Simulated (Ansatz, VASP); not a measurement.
Two plane-wave programs on Hf

```
Hf
1.0
     4.27180    0.00000    0.00000
     0.00000    4.27180    0.00000
     0.00000    0.00000    4.27180
Hf
3
Direct
  0.00000 0.50000 0.50000
  0.50000 0.00000 0.50000
  0.50000 0.50000 0.00000
```

Alike in both runs: functional PBE; k mesh 12 × 12 × 12; occupations gaussian, width 0.1 eV; no spin polarisation.

Ansatz relaxed the structure, and its values are those at the end. VASP's run is a single point on that final structure, the one shown.

|  | VASP | Ansatz |
| --- | --- | --- |
| version | VASP 6.6.1 | Ansatz 0.2.0 |
| potentials or method | VASP PAW PBE potentials, release 64 (Hf_pv), cutoff 520 eV | scalar-relativistic, plane waves, PAW |
| valence electrons in the cell | 30 | 78 |

|  | VASP | Ansatz | Ansatz less VASP |
| --- | --- | --- | --- |
| gap on the k mesh at the Fermi level (eV) | none | none | - |
| pressure (GPa) | -0.3 | 0.0 | +0.27 |

A gap of «none» marks a metal or a gap that the smearing closes. VASP's potentials hold 30 valence electrons a cell and Ansatz's 78, so a difference there can come from the potentials and not from the codes.

Spin-orbit coupling is off throughout.
